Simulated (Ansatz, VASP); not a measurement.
# One calculation of MoN2, two programs

```
CELL_PARAMETERS angstrom
4.66765 0.00000 0.00000
0.00000 4.66765 0.00000
0.00000 0.00000 2.37151
ATOMIC_POSITIONS crystal
Mo 0.50000 0.50000 0.00000
Mo 0.00000 0.00000 0.00000
N 0.88790 0.38790 0.50000
N 0.11210 0.61210 0.50000
N 0.38790 0.11210 0.50000
N 0.61210 0.88790 0.50000
```

Alike in both runs: task single point; functional PBE; k mesh 12 × 12 × 20; occupations gaussian, width 0.15 eV; no spin polarisation.

|  | VASP | Ansatz |
| --- | --- | --- |
| version | VASP 6.6.1 | Ansatz 0.2.0 |
| potentials or method | VASP PAW PBE potentials, release 64 (Mo_sv, N), cutoff 520 eV | scalar-relativistic, plane waves, PAW |
| valence electrons in the cell | 48 | 48 |

Ansatz gave:

* gap on the k mesh at the Fermi level (eV): none
* pressure (GPa): 11.1
* traceless stress, the component that is largest in VASP (GPa): 87.40
* rms of the force components (eV/Å): 0.848

**Question.** Estimate VASP's values.

**Answer.** gap on the k mesh at the Fermi level (eV): none; pressure (GPa): 11.8; traceless stress, the component that is largest in VASP (GPa): 87.68; rms of the force components (eV/Å): 0.830.

Atom by atom the forces differ by 0.018 eV/Å (rms over components). A gap of «none» marks a metal or a gap that the smearing closes. With one functional, cell and mesh, what is left measures potentials, basis and numerics.
